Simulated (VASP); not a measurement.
A run of VASP 6.6.1 is set up as follows.

File INCAR:

```
SYSTEM = CaPd
PREC = Accurate
ENCUT = 520
EDIFF = 1E-8
ISMEAR = -1
SIGMA = 0.05
LREAL = .FALSE.
LASPH = .TRUE.
NELM = 60
ALGO = Normal
ISIF = 2
LWAVE = .FALSE.
LCHARG = .FALSE.
GGA = PS
IBRION = 8
NSW = 1
```

KPOINTS

```
regular mesh
0
G
  10 10 10
  0 0 0
```

File POSCAR:

```
CaPd
1.0
    3.4701636111      0.0000000000      0.0000000000
    0.0000000000      3.4701636111      0.0000000000
    0.0000000000      0.0000000000      3.4701636111
Ca Pd
1 1
Direct
    0.0000000000      0.0000000000      0.0000000000
    0.5000000000      0.5000000000      0.5000000000
```

Potentials or basis: VASP PAW PBE potentials, release 64 (Ca_sv, Pd).

Command:

```bash
$ cat potpaw_PBE.64/Ca_sv/POTCAR potpaw_PBE.64/Pd/POTCAR > POTCAR
$ mpirun -np 1 vasp_std > vasp.out
```

What does it give for the highest phonon frequency at Γ, LO-TO splitting left out?

162 cm⁻¹.

Phonon frequencies in cm⁻¹ (negative: imaginary):
```tsv
q point	frequencies
(0.000, 0.000, 0.000)	0 0 0 162 162 162
```
